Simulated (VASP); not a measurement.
# Nb (Fm-3m) in VASP: a series of runs

Nb is run at these levels: LDA; tasks: single point.

Everything below comes from runs of VASP 6.6.1. Logs are shortened: lines on timing, memory, paths and dates and some standing lists are left out, and cuts for length are marked.

### Step 1. The cell of the first run

It takes space group Fm-3m (No. 225, cubic). The conventional cell has a = 4.258 Å, b = 4.258 Å, c = 4.258 Å, α = 90.00°, β = 90.00°, γ = 90.00°. Within 4.0 Å of Nb (site symmetry m-3m) lie 12 Nb at 3.01 Å.

### Step 2. Single point, LDA (volume scaled by 1.02)

File INCAR:

```
SYSTEM = Nb
ALGO = Normal
EDIFF = 1E-6
ENCUT = 520
GGA = CA
ISIF = 2
ISMEAR = -1
LASPH = .TRUE.
LCHARG = .TRUE.
LELF = .TRUE.
LREAL = .FALSE.
LVHAR = .TRUE.
LWAVE = .FALSE.
NBANDS = 12
NELM = 60
PREC = Accurate
SIGMA = 0.03
```

File KPOINTS:

```
k-points
0
G
  13 13 13
  0 0 0
```

File POSCAR:

```
Nb
1.0
    0.0000000000      2.1290070307      2.1290070307
    2.1290070307      0.0000000000      2.1290070307
    2.1290070307      2.1290070307      0.0000000000
Nb
1
Direct
    0.0000000000      0.0000000000      0.0000000000
```

Potentials or basis: VASP PAW LDA potentials, release 64 (Nb_sv).

On the command line:

```
> cat potpaw_LDA.64/Nb_sv/POTCAR > POTCAR
> mpirun -np 1 vasp_std > vasp.out
```

OUTCAR:

```text
SYSTEM = Nb
   EDIFF = 1E-6
   ENCUT = 520
   GGA = CA
   ISIF = 2
   ISMEAR = -1
   LASPH = .TRUE.
   LREAL = .FALSE.
   NELM = 60
   PREC = Accurate

 ion  position               nearest neighbor table
   1  0.000  0.000  0.000-

  LATTYP: Found a face centered cubic cell.
 ALAT       =     4.2580140614

  Lattice vectors:

 A1 = (   0.0000000000,   2.1290070307,   2.1290070307)
 A2 = (   2.1290070307,   0.0000000000,   2.1290070307)
 A3 = (   2.1290070307,   2.1290070307,   0.0000000000)

Analysis of symmetry for initial positions (statically):
=====================================================================
 Subroutine PRICEL returns:
 Original cell was already a primitive cell.

 Routine SETGRP: Setting up the symmetry group for a
 face centered cubic supercell.

 Subroutine GETGRP returns: Found 48 space group operations
 (whereof 48 operations were pure point group operations)
 out of a pool of 48 trial point group operations.

The static configuration has the point symmetry O_h .

Analysis of symmetry for dynamics (positions and initial velocities):
=====================================================================
 Subroutine PRICEL returns:
 Original cell was already a primitive cell.

 Routine SETGRP: Setting up the symmetry group for a
 face centered cubic supercell.

 Subroutine GETGRP returns: Found 48 space group operations
 (whereof 48 operations were pure point group operations)
 out of a pool of 48 trial point group operations.

The dynamic configuration has the point symmetry O_h .

 Subroutine INISYM returns: Found 48 space group operations
 (whereof 48 operations are pure point group operations),
 and found     1 'primitive' translations

----------------------------------------------------------------------------------------

                                     Primitive cell

  volume of cell :      19.3002

  direct lattice vectors                    reciprocal lattice vectors
     0.000000000  2.129007031  2.129007031    -0.234851268  0.234851268  0.234851268
     2.129007031  0.000000000  2.129007031     0.234851268 -0.234851268  0.234851268
     2.129007031  2.129007031  0.000000000     0.234851268  0.234851268 -0.234851268

  length of vectors
     3.010870617  3.010870617  3.010870617     0.406774328  0.406774328  0.406774328

  position of ions in fractional coordinates (direct lattice)
     0.000000000  0.000000000  0.000000000

  ion indices of the primitive-cell ions
   primitive index   ion index
                 1           1
[... 73 lines left out ...]
   LREAL  =      F    real-space projection
   EDIFFG = 0.1E-04   stopping-criterion for IOM
   NSW    =      0    number of steps for IOM
   IBRION =     -1    ionic relax: 0-MD 1-quasi-New 2-CG
   NFREE  =      0    steps in history (QN), initial steepest desc. (CG)
   ISIF   =      2    stress and relaxation
   ISYM   =      2    0-nonsym 1-usesym 2-fastsym
   POTIM  = 0.5000    time-step for ionic-motion
   TEBEG  =    0.0;   TEEND  =   0.0 temperature during run
   PSTRESS=    0.0 pullay stress
   NELECT =      13.0000    total number of electrons
   NUPDOWN=      -1.0000    fix difference up-down
   EMIN   =  10.00;   EMAX   =-10.00  energy-range for DOS
   EFERMI =   0.00;   METHOD = LEGACY
   ISMEAR =    -1;   SIGMA  =   0.03  broadening in eV -4-tet -1-fermi 0-gaus
   EFERMI_NEDOS =   21; number of points for ismear=-14 and -15
   IALGO  =     38    algorithm
   IMIX   =      4    mixing-type and parameters
     AMIX     =   0.40;   BMIX     =  1.00
     AMIX_MAG =   1.60;   BMIX_MAG =  1.00
  volume/ion in A,a.u.               =      19.30       130.24
  Fermi-wavevector in a.u.,A,eV,Ry     =   1.435056  2.711863 28.019645  2.059386
  Thomas-Fermi vector in A             =   2.554397
   LORBIT       =      0    0 simple, 1 ext, 2 COOP (PROOUT), +10 PAW based schemes
   GGA     = CA    functional components
   LHFCALC =     F    Hartree Fock is set to
   AEXX    =    0.0000 exact exchange contribution
   IVDW    =     0    specifies the selected vdW correction
   LEPSILON=     F    determine dielectric tensor
   LRPA    =     F    only Hartree local field effects (RPA)
 non-spin polarized calculation
  energy-cutoff  :      520.00
  volume of cell :       19.30
 maximum number of plane-waves:       533
   NGX = 11   NGY = 11   NGZ = 11

 number of electron      13.0000000 magnetization

 Free energy of the ion-electron system (eV)
  ---------------------------------------------------
  ext. energy  EPLUGINS =         0.00000000
  ---------------------------------------------------
  free energy    TOTEN  =       -10.82202482 eV

  energy without entropy =      -10.81666489  energy(sigma->0) =      -10.81934485

 E-fermi :  10.3491     XC(G=0): -12.3670

 val. band max:       10.3449509281   @ k =  -0.3846   0.3077   0.0000
 cond. band min:      10.3507482398   @ k =   0.4615   0.1538   0.0000
 fundamental gap:      0.0057973117
 Fermi energy:        10.3491274676

 k-point     1 :       0.0000    0.0000    0.0000
  band No.  band energies     occupation
      1     -44.1359      2.00000
      2     -19.7278      2.00000
      3     -19.7278      2.00000
      4     -19.7278      2.00000
      5       4.2538      2.00000
      6      10.4815      0.02397
      7      10.4815      0.02397
      8      10.4815      0.02397
      9      12.9518      0.00000
     10      12.9518      0.00000
     11      22.2301      0.00000
     12      26.8117      0.00000
[... 331 lines left out ...]
 k-point    24 :       0.4615    0.1538    0.0000
  band No.  band energies     occupation
      1     -43.9551      2.00000
      2     -20.6927      2.00000
      3     -19.9957      2.00000
      4     -19.9296      2.00000
      5       7.2600      2.00000
      6       9.4082      2.00000
      7      10.3507      0.97299
      8      11.0909      0.00000
      9      14.9386      0.00000
     10      15.3642      0.00000
     11      20.7944      0.00000
     12      23.8035      0.00000

 [... further k-points ...]
[... 5 lines left out ...]
  --------------------------------------------------------------------------------------
  -------------------------------------------------------------------------------------
  Total       -1.5919760     -1.5919760     -1.5919760     -0.0000000      0.0000000     -0.0000000
  in kB     -132.1556759   -132.1556759   -132.1556759     -0.0000000      0.0000000     -0.0000000
  external PRESSURE =    -132.1556759 kB  Pullay stress =       0.0000000 kB

 VOLUME and BASIS-vectors are now :
 -----------------------------------------------------------------------------
  energy-cutoff  :      520.00
  volume of cell :       19.30
      direct lattice vectors                 reciprocal lattice vectors
     0.000000000  2.129007031  2.129007031    -0.234851268  0.234851268  0.234851268
     2.129007031  0.000000000  2.129007031     0.234851268 -0.234851268  0.234851268
     2.129007031  2.129007031  0.000000000     0.234851268  0.234851268 -0.234851268

 POSITION                                       TOTAL-FORCE (eV/Angst)
 -----------------------------------------------------------------------------------
      0.00000      0.00000      0.00000         0.000000      0.000000     -0.000000
 -----------------------------------------------------------------------------------
    total drift:                                0.000000      0.000000     -0.000000

  FREE ENERGIE OF THE ION-ELECTRON SYSTEM (eV)
  ---------------------------------------------------
  free  energy   TOTEN  =       -10.8220248164 eV

  energy  without entropy=      -10.8166648885  energy(sigma->0) =      -10.81934485
```

OSZICAR:

```text
N       E                     dE             d eps       ncg     rms          rms(c)
DAV:   1     0.123394579775E+03    0.12339E+03   -0.70647E+03  2016   0.107E+03
DAV:   2    -0.583821435029E+01   -0.12923E+03   -0.12462E+03  2156   0.406E+02
DAV:   3    -0.110848940112E+02   -0.52467E+01   -0.50162E+01  3044   0.734E+01
DAV:   4    -0.113627338554E+02   -0.27784E+00   -0.27566E+00  2876   0.146E+01
DAV:   5    -0.113758866302E+02   -0.13153E-01   -0.13145E-01  3028   0.279E+00    0.636E+00
DAV:   6    -0.108841399161E+02    0.49175E+00   -0.74247E-01  3244   0.108E+01    0.220E+00
DAV:   7    -0.108206247944E+02    0.63515E-01   -0.19667E-01  3332   0.532E+00    0.917E-01
DAV:   8    -0.108219708992E+02   -0.13461E-02   -0.11621E-02  2504   0.138E+00    0.466E-02
DAV:   9    -0.108220162238E+02   -0.45325E-04   -0.79172E-04  3468   0.311E-01    0.255E-02
DAV:  10    -0.108220231584E+02   -0.69346E-05   -0.80419E-06  2516   0.322E-02    0.169E-02
DAV:  11    -0.108220247993E+02   -0.16409E-05   -0.10085E-05  2776   0.518E-02    0.227E-03
DAV:  12    -0.108220248164E+02   -0.17064E-07   -0.57001E-07  1620   0.736E-03
   1 F= -.10822025E+02 E0= -.10819345E+02  d E =-.535993E-02
```

Wall time 23 s (1 thread of Intel Xeon 8259CL, shared host); peak memory 0.14 GiB.

What came out:

- Free energy: -10.8220 eV
- Pressure: -13.2 GPa

### Step 3. Single point, LDA (volume scaled by 1.06)

File INCAR:

```
PREC     = Accurate       # precision mode
ENCUT    = 520            # plane-wave cutoff, eV
EDIFF    = 1E-7           # SCF threshold, eV
ISMEAR   = -1             # smearing method
SIGMA    = 0.03           # smearing width, eV
LREAL    = F              # projectors in reciprocal space
LASPH    = T              # aspherical terms in the spheres
NELM     = 60             # most SCF steps
ALGO     = Normal         # electronic algorithm
ISIF     = 2              # what is computed and relaxed
LWAVE    = F              # write WAVECAR
LCHARG   = F              # write CHGCAR
NBANDS   = 12             # bands
```

File KPOINTS:

```
regular mesh
0
Gamma
  13 13 13
```

File POSCAR:

```
Nb
1.0
    0.0000000000      2.1564811194      2.1564811194
    2.1564811194      0.0000000000      2.1564811194
    2.1564811194      2.1564811194      0.0000000000
Nb
1
Direct
    0.0000000000      0.0000000000      0.0000000000
```

Potentials or basis: VASP PAW LDA potentials, release 64 (Nb_sv).

On the command line:

```
> cat potpaw_LDA.64/Nb_sv/POTCAR > POTCAR
> mpirun -np 1 vasp_std > vasp.out
```

OUTCAR:

```text
PREC = Accurate
   ENCUT = 520
   EDIFF = 1E-7
   ISMEAR = -1
   LREAL = F
   LASPH = T
   NELM = 60
   ISIF = 2

 ion  position               nearest neighbor table
   1  0.000  0.000  0.000-

  LATTYP: Found a face centered cubic cell.
 ALAT       =     4.3129622388

  Lattice vectors:

 A1 = (   0.0000000000,   2.1564811194,   2.1564811194)
 A2 = (   2.1564811194,   0.0000000000,   2.1564811194)
 A3 = (   2.1564811194,   2.1564811194,   0.0000000000)

Analysis of symmetry for initial positions (statically):
=====================================================================
 Subroutine PRICEL returns:
 Original cell was already a primitive cell.

 Routine SETGRP: Setting up the symmetry group for a
 face centered cubic supercell.

 Subroutine GETGRP returns: Found 48 space group operations
 (whereof 48 operations were pure point group operations)
 out of a pool of 48 trial point group operations.

The static configuration has the point symmetry O_h .

Analysis of symmetry for dynamics (positions and initial velocities):
=====================================================================
 Subroutine PRICEL returns:
 Original cell was already a primitive cell.

 Routine SETGRP: Setting up the symmetry group for a
 face centered cubic supercell.

 Subroutine GETGRP returns: Found 48 space group operations
 (whereof 48 operations were pure point group operations)
 out of a pool of 48 trial point group operations.

The dynamic configuration has the point symmetry O_h .

 Subroutine INISYM returns: Found 48 space group operations
 (whereof 48 operations are pure point group operations),
 and found     1 'primitive' translations

----------------------------------------------------------------------------------------

                                     Primitive cell

  volume of cell :      20.0570

  direct lattice vectors                    reciprocal lattice vectors
[... 104 lines left out ...]
     AMIX     =   0.40;   BMIX     =  1.00
     AMIX_MAG =   1.60;   BMIX_MAG =  1.00
  volume/ion in A,a.u.               =      20.06       135.35
  Fermi-wavevector in a.u.,A,eV,Ry     =   1.416773  2.677313 27.310238  2.007246
  Thomas-Fermi vector in A             =   2.538073
   LORBIT       =      0    0 simple, 1 ext, 2 COOP (PROOUT), +10 PAW based schemes
   GGA     = CA    functional components
   LHFCALC =     F    Hartree Fock is set to
   AEXX    =    0.0000 exact exchange contribution
   IVDW    =     0    specifies the selected vdW correction
   LEPSILON=     F    determine dielectric tensor
   LRPA    =     F    only Hartree local field effects (RPA)
 non-spin polarized calculation
  energy-cutoff  :      520.00
  volume of cell :       20.06
 maximum number of plane-waves:       556
   NGX = 11   NGY = 11   NGZ = 11

 number of electron      12.9999999 magnetization

 Free energy of the ion-electron system (eV)
  ---------------------------------------------------
  ext. energy  EPLUGINS =         0.00000000
  ---------------------------------------------------
  free energy    TOTEN  =       -10.74860641 eV

  energy without entropy =      -10.74280856  energy(sigma->0) =      -10.74570749

 E-fermi :   9.8281     XC(G=0): -12.1749

 val. band max:        9.8206395343   @ k =  -0.2308   0.1538   0.0000
 cond. band min:       9.8292973886   @ k =   0.4615   0.0000   0.0000
 fundamental gap:      0.0086578542
 Fermi energy:         9.8280710626

 k-point     1 :       0.0000    0.0000    0.0000
  band No.  band energies     occupation
      1     -44.7014      2.00000
      2     -20.3547      2.00000
      3     -20.3547      2.00000
      4     -20.3547      2.00000
      5       3.8402      2.00000
      6       9.9851      0.01062
      7       9.9851      0.01062
      8       9.9851      0.01062
      9      12.3218      0.00000
     10      12.3218      0.00000
     11      21.6666      0.00000
     12      26.0823      0.00000
[... 331 lines left out ...]
 k-point    24 :       0.4615    0.1538    0.0000
  band No.  band energies     occupation
      1     -44.5476      2.00000
      2     -21.2055      2.00000
      3     -20.5914      2.00000
      4     -20.5336      2.00000
      5       6.8510      2.00000
      6       8.9498      2.00000
      7       9.8162      1.19517
      8      10.5666      0.00000
      9      14.1990      0.00000
     10      14.6131      0.00000
     11      19.8447      0.00000
     12      23.0906      0.00000

 [... further k-points ...]
[... 5 lines left out ...]
  --------------------------------------------------------------------------------------
  -------------------------------------------------------------------------------------
  Total       -2.2459114     -2.2459114     -2.2459114     -0.0000000      0.0000000      0.0000000
  in kB     -179.4056987   -179.4056987   -179.4056987     -0.0000000      0.0000000      0.0000000
  external PRESSURE =    -179.4056987 kB  Pullay stress =       0.0000000 kB

 VOLUME and BASIS-vectors are now :
 -----------------------------------------------------------------------------
  energy-cutoff  :      520.00
  volume of cell :       20.06
      direct lattice vectors                 reciprocal lattice vectors
     0.000000000  2.156481119  2.156481119    -0.231859206  0.231859206  0.231859206
     2.156481119  0.000000000  2.156481119     0.231859206 -0.231859206  0.231859206
     2.156481119  2.156481119  0.000000000     0.231859206  0.231859206 -0.231859206

 POSITION                                       TOTAL-FORCE (eV/Angst)
 -----------------------------------------------------------------------------------
      0.00000      0.00000      0.00000         0.000000      0.000000      0.000000
 -----------------------------------------------------------------------------------
    total drift:                                0.000000      0.000000     -0.000000

  FREE ENERGIE OF THE ION-ELECTRON SYSTEM (eV)
  ---------------------------------------------------
  free  energy   TOTEN  =       -10.7486064120 eV

  energy  without entropy=      -10.7428085593  energy(sigma->0) =      -10.74570749
```

Wall time 24 s (1 thread of Intel Xeon 8259CL, shared host); peak memory 0.14 GiB.

Results:

```yaml
Free_energy: -10.7486 eV
Pressure: -17.9 GPa
```
